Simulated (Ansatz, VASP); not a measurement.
**Co: VASP beside Ansatz**

The input INCAR:

```
  ALGO = Normal
  EDIFF = 1E-6
  ENCUT = 690
  GGA = PE
  GGA_COMPAT = False
  ISIF = 2
  ISMEAR = -1
  ISPIN = 2
  LASPH = True
  LCHARG = False
  LMAXMIX = 4
  LORBIT = 11
  LREAL = False
  LWAVE = False
  MAGMOM = 2 2 2 2 2 2
  NBANDS = 64
  NELM = 200
  PREC = Accurate
  SIGMA = 0.05
```

Contents of KPOINTS:

```
k-points
0
Gamma
  7 7 7
```

Contents of POSCAR:

```
Co
1.0
    0.0000000000      3.2804735010      3.2804735010
    3.2804735010      0.0000000000      3.2804735010
    3.2804735010      3.2804735010      0.0000000000
Co
6
Direct
    0.1250000000      0.1250000000      0.1250000000
    0.6250000000      0.1250000000      0.1250000000
    0.1250000000      0.6250000000      0.1250000000
    0.1250000000      0.1250000000      0.6250000000
    0.5000000000      0.5000000000      0.5000000000
    0.7500000000      0.7500000000      0.7500000000
```

Contents of input.yaml:

```yaml
crystal:
  lattice:
    - [0.0, 3.280473501, 3.280473501]
    - [3.280473501, 0.0, 3.280473501]
    - [3.280473501, 3.280473501, 0.0]
  atoms:
    - { symbol: Co, position: [0.125, 0.125, 0.125], spin: 2.0 }
    - { symbol: Co, position: [0.625, 0.125, 0.125], spin: 2.0 }
    - { symbol: Co, position: [0.125, 0.625, 0.125], spin: 2.0 }
    - { symbol: Co, position: [0.125, 0.125, 0.625], spin: 2.0 }
    - { symbol: Co, position: [0.5, 0.5, 0.5], spin: 2.0 }
    - { symbol: Co, position: [0.75, 0.75, 0.75], spin: 2.0 }
hamiltonian:
  xc: pbe
  pseudopotentials: { kind: paw }
magnetization:
  spin_polarized: true
kpoints:
  mp_grid: { grid: [7, 7, 7] }
scf:
  occupations: { method: fermi_dirac, width: 0.05 }
output:
  forces: true
  stress: true
  eigenvalues: true
  write_density: true
  write_potential: true
  elf: true
  volumetric_format: npy
```

Alike in both runs: task single point; functional PBE; k mesh 7 × 7 × 7; occupations fermi-dirac, width 0.05 eV; collinear spin.

|  | VASP | Ansatz |
| --- | --- | --- |
| version | VASP 6.6.1 | Ansatz 0.2.0 |
| potentials or method | VASP PAW PBE potentials, release 64 (Co_sv) | Ansatz PAW |
| plane-wave cutoff (eV) | 690 | 420 |
| valence electrons in the cell | 102 | 102 |

Ansatz gave:

| Property | Result |
| --- | --- |
| gap on the k mesh at the Fermi level (eV) | none |
| pressure (GPa) | -4.5 |
| net moment per atom (μB) | 1.71 |
| size of the moment on the site where the two differ most (μB) | 1.77 |

Task: What did VASP give for the same quantities?

Result: gap on the k mesh at the Fermi level (eV): none; pressure (GPa): -5.7; net moment per atom (μB): 1.71; size of the moment on the site where the two differ most (μB): 1.76.

Site moments also hang on the region over which each program counts them. A gap of «none» marks a metal or a gap that the smearing closes. The functional is the same, so the differences come from potentials, cutoffs and numerics.
